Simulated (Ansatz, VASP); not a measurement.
SnO2 in VASP and in Ansatz

The input INCAR:

```
  PREC = Accurate
  ENCUT = 520
  EDIFF = 1E-6
  ISMEAR = 0
  SIGMA = 0.02
  LREAL = F
  LASPH = T
  NELM = 60
  ALGO = Normal
  ISIF = 2
  LWAVE = F
  LCHARG = F
  NBANDS = 35
```

Contents of KPOINTS:

```
regular mesh
0
Gamma
  6 6 8
```

POSCAR

```
SnO2
1.0
    4.7212714739      0.0000000000      0.0000000000
    0.0000000000      4.7242464798      0.0000000000
    0.0000000000      0.0000000000      3.1900193994
Sn O
2 4
Direct
    0.5000000000      0.5000000000      0.5000000000
    0.0000000000      0.0000000000      0.0000000000
    0.3055669673      0.3065721204      0.0000000000
    0.8055669673      0.1934278796      0.5000000000
    0.1944330327      0.8065721204      0.5000000000
    0.6944330327      0.6934278796      0.0000000000
```

Input for Ansatz:

```yaml
crystal:
  lattice:
    - [4.7212714783, 0.0, 0.0]
    - [0.0, 4.7242464825, 0.0]
    - [0.0, 0.0, 3.1900194046]
  atoms:
    - { symbol: Sn, position: [0.5, 0.5, 0.5] }
    - { symbol: Sn, position: [0.0, 0.0, 0.0] }
    - { symbol: O, position: [0.305566969, 0.3065721193, 0.0] }
    - { symbol: O, position: [0.805566969, 0.1934278807, 0.5] }
    - { symbol: O, position: [0.194433031, 0.8065721193, 0.5] }
    - { symbol: O, position: [0.694433031, 0.6934278807, 0.0] }
basis:
  ecutwfc: 420
kpoints:
  mp_grid: { grid: [6, 6, 8] }
  band_path: { path: [VBM, CBM], npoints: 2 }
hamiltonian:
  xc: lda
scf:
  occupations: { method: gaussian, width: 0.02 }
output:
  forces: true
  stress: true
  eigenvalues: true
checkpoint:
  read: start.run
  write: ck
  compress: false
  write_wavefunctions: false
  write_every: 100000
```

Alike in both runs: task single point; functional LDA; k mesh 6 × 6 × 8; occupations gaussian, width 0.02 eV; no spin polarisation.

```csv
,VASP,Ansatz
version,VASP 6.6.1,Ansatz 0.2.0
potentials or method,"VASP PAW LDA potentials, release 64 (Sn_d, O), cutoff 520 eV","scalar-relativistic, plane waves, PAW"
valence electrons in the cell,52,52
```

```csv
,VASP,Ansatz,Ansatz less VASP
gap on the k mesh at the Fermi level (eV),1.20,1.16,-0.035
least direct gap on the mesh (eV),1.20,1.16,-0.035
pressure (GPa),1.1,0.0,-1.08
"traceless stress, the component that is largest in VASP (GPa)",0.34,0.04,-0.299
rms of the force components (eV/Å),0.010,0.001,-0.0094
```

LDA's correlation is that of Perdew and Zunger in VASP and of Perdew and Wang (1992) in Ansatz. Atom by atom the forces differ by 0.010 eV/Å (rms over components).
